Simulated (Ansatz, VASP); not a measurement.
# One calculation of MgCdTe3, two programs

```
Mg Cd Te
1.0
     6.50191    0.00000    0.00000
    -3.25096    5.63082    0.00000
     0.00000    0.00000    5.50620
Mg Cd Te
1 1 3
Cartesian
  0.0000 0.0000 2.7531
  0.0000 0.0000 0.0000
  3.2510 0.0000 0.0000
  -1.6255 2.8154 0.0000
  1.6255 2.8154 0.0000
```

Alike in both runs: functional PBE; k mesh 3 × 3 × 4; occupations gaussian, width 0.1 eV; no spin polarisation.

Ansatz relaxed the structure, and its values are those at the end. VASP's run is a single point on that final structure, the one shown.

|  | VASP | Ansatz |
| --- | --- | --- |
| version | VASP 6.6.1 | Ansatz 0.2.0 |
| potentials or method | VASP PAW PBE potentials, release 64 (Mg, Cd, Te), cutoff 520 eV | scalar-relativistic, plane waves, PAW |
| valence electrons in the cell | 32 | 78 |

```csv
,VASP,Ansatz,Ansatz less VASP
gap on the k mesh at the Fermi level (eV),none,none,-
pressure (GPa),0.0,0.0,0.00
```

A gap of «none» marks a metal or a gap that the smearing closes. VASP's potentials hold 32 valence electrons a cell and Ansatz's 78, so a difference there can come from the potentials and not from the codes.

The k mesh is coarse, so the values compare programs but aren't converged. Spin-orbit coupling is off throughout.
